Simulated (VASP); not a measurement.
# VO2 (P4_2/mnm) in VASP: single point with PBE

Aim: the single point of VO2 with PBE.

Program: VASP 6.6.1. These are calculated values, not measurements. Logs are shortened: lines on timing, memory, paths and dates and some standing lists are left out, and cuts for length are marked.

## Step 1: The cell of the first run

It takes space group P4_2/mnm (No. 136, tetragonal). Conventional cell: a = 4.530 Å, b = 4.530 Å, c = 2.869 Å, α = 90.00°, β = 90.00°, γ = 90.00°. V (site symmetry mmm) has 6 O at 1.92 to 1.93 Å within 2.5 Å. Within 2.6 Å of O (site symmetry m2m) lie 3 V at 1.92 to 1.93 Å and 1 O at 2.57 Å.

## Step 2: Single point, PBE, collinear spin, ferromagnetic start

INCAR

```
SYSTEM = VO2
PREC = Accurate
ENCUT = 600
EDIFF = 1E-6
ISMEAR = -1
SIGMA = 0.02
LREAL = .FALSE.
LASPH = .TRUE.
NELM = 200
ALGO = Normal
ISIF = 2
LWAVE = .FALSE.
LCHARG = .FALSE.
ISPIN = 2
MAGMOM = 1 1 0 0 0 0
LORBIT = 11
LMAXMIX = 4
GGA = PE
NBANDS = 38
GGA_COMPAT = .FALSE.
```

KPOINTS

```
regular mesh
0
G
  4 4 7
  0 0 0
```

POSCAR

```
VO2
1.0
    4.5300000000      0.0000000000      0.0000000000
    0.0000000000      4.5300000000      0.0000000000
    0.0000000000      0.0000000000      2.8690000000
V O
2 4
Direct
    0.0000000000      0.0000000000      0.0000000000
    0.5000000000      0.5000000000      0.5000000000
    0.2993842469      0.2993842469      0.0000000000
    0.2006157531      0.7993842469      0.5000000000
    0.7006157531      0.7006157531      0.0000000000
    0.7993842469      0.2006157531      0.5000000000
```

Potentials or basis: VASP PAW PBE potentials, release 64 (V_sv, O).

Started as:

```sh
$ cat potpaw_PBE.64/V_sv/POTCAR potpaw_PBE.64/O/POTCAR > POTCAR
$ mpirun -np 1 vasp_std > vasp.out
```

OUTCAR:

```text
SYSTEM = VO2
   PREC = Accurate
   ENCUT = 600
   EDIFF = 1E-6
   ISMEAR = -1
   LREAL = .FALSE.
   LASPH = .TRUE.
   NELM = 200
   ISIF = 2
   ISPIN = 2
   LORBIT = 11
   GGA = PE

 ion  position               nearest neighbor table
   1  0.000  0.000  0.000-   3 1.92   5 1.92   4 1.93   6 1.93   4 1.93   6 1.93
   2  0.500  0.500  0.500-   4 1.92   6 1.92   5 1.93   3 1.93   3 1.93   5 1.93
   3  0.299  0.299  0.000-   1 1.92   2 1.93   2 1.93
   4  0.201  0.799  0.500-   2 1.92   1 1.93   1 1.93
   5  0.701  0.701  0.000-   1 1.92   2 1.93   2 1.93
   6  0.799  0.201  0.500-   2 1.92   1 1.93   1 1.93

  LATTYP: Found a simple tetragonal cell.
 ALAT       =     4.5300000000
 C/A-ratio  =     0.6333333333

  Lattice vectors:

 A1 = (   4.5300000000,   0.0000000000,   0.0000000000)
 A2 = (   0.0000000000,   4.5300000000,   0.0000000000)
 A3 = (   0.0000000000,   0.0000000000,   2.8690000000)

Analysis of symmetry for initial positions (statically):
=====================================================================
 Subroutine PRICEL returns:
 Original cell was already a primitive cell.

 Routine SETGRP: Setting up the symmetry group for a
 simple tetragonal supercell.

 Subroutine GETGRP returns: Found 16 space group operations
 (whereof  8 operations were pure point group operations)
 out of a pool of 16 trial point group operations.

The static configuration has the point symmetry D_2h.
 The point group associated with its full space group is D_4h.

Analysis of symmetry for dynamics (positions and initial velocities):
=====================================================================
 Subroutine PRICEL returns:
 Original cell was already a primitive cell.

 Routine SETGRP: Setting up the symmetry group for a
 simple tetragonal supercell.

 Subroutine GETGRP returns: Found 16 space group operations
 (whereof  8 operations were pure point group operations)
 out of a pool of 16 trial point group operations.

The dynamic configuration has the point symmetry D_2h.
 The point group associated with its full space group is D_4h.

Analysis of structural, dynamic, and magnetic symmetry:
=====================================================================
 Subroutine PRICEL returns:
 Original cell was already a primitive cell.

 Routine SETGRP: Setting up the symmetry group for a
 simple tetragonal supercell.

 Subroutine GETGRP returns: Found 16 space group operations
 (whereof  8 operations were pure point group operations)
 out of a pool of 16 trial point group operations.

The overall configuration has the point symmetry D_2h.
 The point group associated with its full space group is D_4h.

 Subroutine INISYM returns: Found 16 space group operations
 (whereof  8 operations are pure point group operations),
 and found     1 'primitive' translations

----------------------------------------------------------------------------------------

                                     Primitive cell

  volume of cell :      58.8745

  direct lattice vectors                    reciprocal lattice vectors
     4.530000000  0.000000000  0.000000000     0.220750552  0.000000000  0.000000000
     0.000000000  4.530000000  0.000000000     0.000000000  0.220750552  0.000000000
     0.000000000  0.000000000  2.869000000     0.000000000  0.000000000  0.348553503

  length of vectors
     4.530000000  4.530000000  2.869000000     0.220750552  0.220750552  0.348553503

  position of ions in fractional coordinates (direct lattice)
     0.000000000  0.000000000  0.000000000
     0.500000000  0.500000000  0.500000000
     0.299384247  0.299384247  0.000000000
     0.200615753  0.799384247  0.500000000
     0.700615753  0.700615753  0.000000000
     0.799384247  0.200615753  0.500000000

  ion indices of the primitive-cell ions
   primitive index   ion index
                 1           1
                 2           2
                 3           3
                 4           4
                 5           5
                 6           6

----------------------------------------------------------------------------------------

[... 29 lines left out ...]
  0.250000  0.250000  0.000000      4.000000
  0.500000  0.250000  0.000000      4.000000
  0.500000  0.500000  0.000000      1.000000
[... 16 lines left out ...]
  0.500000  0.250000  0.428571      8.000000
  0.500000  0.500000  0.428571      2.000000
   k-points           NKPTS =     24   k-points in BZ     NKDIM =     24   number of bands    NBANDS=     38
   number of dos      NEDOS =    301   number of ions     NIONS =      6
   total plane-waves  NPLWV =  31104
   dimension x,y,z NGX =    36 NGY =   36 NGZ =   24
   dimension x,y,z NGXF=    72 NGYF=   72 NGZF=   48
   ions per type =               2   4
   NGX,Y,Z   is equivalent  to a cutoff of  13.21, 13.21, 13.91 a.u.
   NGXF,Y,Z  is equivalent  to a cutoff of  26.42, 26.42, 27.81 a.u.
 SYSTEM =  VO2
   PREC   = accura    normal or accurate (medium, high low for compatibility)
   ISTART =      0    job   : 0-new  1-cont  2-samecut
   ICHARG =      2    charge: 1-file 2-atom 10-const
   ISPIN  =      2    spin polarized calculation?
   LNONCOLLINEAR =      F non collinear calculations
   LSORBIT =      F    spin-orbit coupling
   LASPH  =      T    aspherical Exc in radial PAW
   ENCUT  =  600.0 eV  44.10 Ry    6.64 a.u.   9.05  9.05  5.73*2*pi/ulx,y,z
   NELM   =    200;   NELMIN=  2; NELMDL= -5     # of ELM steps
   EDIFF  = 0.1E-05   stopping-criterion for ELM
   LREAL  =      F    real-space projection
   EDIFFG = 0.1E-04   stopping-criterion for IOM
   NSW    =      0    number of steps for IOM
   IBRION =     -1    ionic relax: 0-MD 1-quasi-New 2-CG
   NFREE  =      0    steps in history (QN), initial steepest desc. (CG)
   ISIF   =      2    stress and relaxation
   ISYM   =      2    0-nonsym 1-usesym 2-fastsym
   POTIM  = 0.5000    time-step for ionic-motion
   TEBEG  =    0.0;   TEEND  =   0.0 temperature during run
   PSTRESS=    0.0 pullay stress
   NELECT =      50.0000    total number of electrons
   NUPDOWN=      -1.0000    fix difference up-down
   EMIN   =  10.00;   EMAX   =-10.00  energy-range for DOS
   EFERMI =   0.00;   METHOD = LEGACY
   ISMEAR =    -1;   SIGMA  =   0.02  broadening in eV -4-tet -1-fermi 0-gaus
   EFERMI_NEDOS =   21; number of points for ismear=-14 and -15
   IALGO  =     38    algorithm
   IMIX   =      4    mixing-type and parameters
     AMIX     =   0.40;   BMIX     =  1.00
     AMIX_MAG =   1.60;   BMIX_MAG =  1.00
  volume/ion in A,a.u.               =       9.81        66.22
  Fermi-wavevector in a.u.,A,eV,Ry     =   1.550324  2.929688 32.701671  2.403505
  Thomas-Fermi vector in A             =   2.655004
   LORBIT       =     11    0 simple, 1 ext, 2 COOP (PROOUT), +10 PAW based schemes
   GGA     = PE    functional components
   LHFCALC =     F    Hartree Fock is set to
   AEXX    =    0.0000 exact exchange contribution
   IVDW    =     0    specifies the selected vdW correction
   LEPSILON=     F    determine dielectric tensor
   LRPA    =     F    only Hartree local field effects (RPA)
 spin polarized calculation
  energy-cutoff  :      600.00
  volume of cell :       58.87
 maximum number of plane-waves:      1984
   NGX = 19   NGY = 19   NGZ = 11

 number of electron      49.9999993 magnetization       1.9996193

 Free energy of the ion-electron system (eV)
  ---------------------------------------------------
  ext. energy  EPLUGINS =         0.00000000
  ---------------------------------------------------
  free energy    TOTEN  =       -51.94154860 eV

  energy without entropy =      -51.93755345  energy(sigma->0) =      -51.93955103

 E-fermi :   6.3628     XC(G=0): -11.7941

 val. band max:        6.3496553485   @ k =   0.2500   0.2500   0.2857
 cond. band min:       6.3690286560   @ k =   0.2500   0.0000   0.1429
 fundamental gap:      0.0193733075
 Fermi energy:         6.3627940554

 spin component 1

 k-point     1 :       0.0000    0.0000    0.0000
  band No.  band energies     occupation
      1     -59.7401      1.00000
      2     -59.7303      1.00000
      3     -33.5778      1.00000
      4     -33.5778      1.00000
      5     -33.5010      1.00000
      6     -33.4889      1.00000
[... 949 lines left out ...]
     36      17.0681      0.00000
     37      18.8897      0.00000
 Fermi energy:         6.3627940554

 spin component 2

 k-point     1 :       0.0000    0.0000    0.0000
  band No.  band energies     occupation
      1     -58.6358      1.00000
      2     -58.6253      1.00000
      3     -32.4953      1.00000
      4     -32.4953      1.00000
      5     -32.4237      1.00000
      6     -32.4014      1.00000
[... 949 lines left out ...]
     36      17.1595      0.00000
     37      19.2202      0.00000
 [bands above 37 left out]

------------------------ aborting loop because EDIFF is reached ----------------------------------------

  FORCE on cell =-STRESS in cart. coord.  units (eV):
  Direction    XX          YY          ZZ          XY          YZ          ZX
  --------------------------------------------------------------------------------------
  -------------------------------------------------------------------------------------
  Total        1.8289224      1.8289224     -0.1531079      0.0000000      0.0000000      0.0000000
  in kB       49.7712916     49.7712916     -4.1665933      0.0000000      0.0000000      0.0000000
  external PRESSURE =      31.7919966 kB  Pullay stress =       0.0000000 kB

 VOLUME and BASIS-vectors are now :
 -----------------------------------------------------------------------------
  energy-cutoff  :      600.00
  volume of cell :       58.87
      direct lattice vectors                 reciprocal lattice vectors
     4.530000000  0.000000000  0.000000000     0.220750552  0.000000000  0.000000000
     0.000000000  4.530000000  0.000000000     0.000000000  0.220750552  0.000000000
     0.000000000  0.000000000  2.869000000     0.000000000  0.000000000  0.348553503

 POSITION                                       TOTAL-FORCE (eV/Angst)
 -----------------------------------------------------------------------------------
      0.00000      0.00000      0.00000         0.000000      0.000000      0.000000
      2.26500      2.26500      1.43450         0.000000      0.000000      0.000000
      1.35621      1.35621      0.00000        -0.000460     -0.000460      0.000000
      0.90879      3.62121      1.43450         0.000460     -0.000460      0.000000
      3.17379      3.17379      0.00000         0.000460      0.000460     -0.000000
      3.62121      0.90879      1.43450        -0.000460      0.000460     -0.000000
 -----------------------------------------------------------------------------------
    total drift:                                0.000000      0.000000      0.000000

  FREE ENERGIE OF THE ION-ELECTRON SYSTEM (eV)
  ---------------------------------------------------
  free  energy   TOTEN  =       -51.9415486036 eV

  energy  without entropy=      -51.9375534472  energy(sigma->0) =      -51.93955103

 total charge

# of ion       s       p       d       tot
------------------------------------------
    1        2.285   6.339   2.909  11.533
    2        2.285   6.339   2.909  11.533
    3        1.569   3.482   0.000   5.052
    4        1.569   3.482   0.000   5.052
    5        1.569   3.482   0.000   5.052
    6        1.569   3.482   0.000   5.052
--------------------------------------------------
tot         10.847  26.607   5.819  43.274

 magnetization (x)

# of ion       s       p       d       tot
------------------------------------------
    1        0.014   0.013   1.024   1.050
    2        0.014   0.013   1.024   1.050
    3       -0.002  -0.051   0.000  -0.053
    4       -0.002  -0.051   0.000  -0.053
    5       -0.002  -0.051   0.000  -0.053
    6       -0.002  -0.051   0.000  -0.053
--------------------------------------------------
tot          0.020  -0.180   2.048   1.887
```

Wall time 1.9 min (1 thread of AMD EPYC 7R43 (Zen 3), shared host); peak memory 0.22 GiB.

What came out:

```yaml
Free_energy: -51.9415 eV
Pressure: 3.2 GPa
Band_gap_on_the_k_mesh: zero (filled and empty bands overlap)
Net_moment: 2.00 μB per cell
Site_moments: V +1.05; O -0.05 μB
Valence_electrons_inside_the_program's_atomic_spheres: V 11.53; O 5.05
```

Caveat: the cell stands under pressure; semilocal functionals often make such compounds metallic where correlation or magnetic order opens a gap, which also shifts bond lengths. With open d or f shells a metallic result of PBE can be an artefact of self-interaction; +U or a hybrid may open a gap.
